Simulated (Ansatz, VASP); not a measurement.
# One calculation of Mg, two programs

File INCAR:

```
ALGO = Normal ; EDIFF = 1E-6
ENCUT = 600 ; GGA = PE
GGA_COMPAT = False ; ISIF = 2
ISMEAR = -1 ; LASPH = True
LCHARG = False ; LREAL = False
LWAVE = False ; NBANDS = 7
NELM = 120 ; PREC = Accurate
SIGMA = 0.1
```

File KPOINTS:

```
k-points
0
Gamma
  16 16 16
```

The input POSCAR:

```
Mg
1.0
    0.0000000000      2.0157273470      2.0157273470
    2.0157273470      0.0000000000      2.0157273470
    2.0157273470      2.0157273470      0.0000000000
Mg
1
Direct
    0.0000000000      0.0000000000      0.0000000000
```

Input for Ansatz:

```yaml
crystal:
  lattice:
    - [0.0, 2.015727347, 2.015727347]
    - [2.015727347, 0.0, 2.015727347]
    - [2.015727347, 2.015727347, 0.0]
  atoms:
    - { symbol: Mg, position: [0.0, 0.0, 0.0] }
kpoints:
  mp_grid: { grid: [16, 16, 16] }
scf:
  occupations: { method: fermi_dirac, width: 0.1 }
hamiltonian:
  xc: pbe
  pseudopotentials: { kind: paw }
output:
  forces: true
  stress: true
  eigenvalues: true
  write_density: true
  write_potential: true
  elf: true
  volumetric_format: npy
```

Change from the starting cell: volume scaled by 0.708, to set the pressure.

Alike in both runs: task single point; functional PBE; k mesh 16 × 16 × 16; occupations fermi-dirac, width 0.1 eV; no spin polarisation.

|  | VASP | Ansatz |
| --- | --- | --- |
| version | VASP 6.6.1 | Ansatz 0.2.0 |
| potentials or method | VASP PAW PBE potentials, release 64 (Mg) | PAW with Ansatz's default frozen-core files, scalar-relativistic |
| plane-wave cutoff (eV) | 600 | 420 |
| valence electrons in the cell | 2 | 10 |

```tsv
	VASP	Ansatz	Ansatz less VASP
pressure (GPa)	23.9	23.8	-0.08
```

VASP's potentials hold 2 valence electrons a cell and Ansatz's 10, so a difference there can come from the potentials and not from the codes.
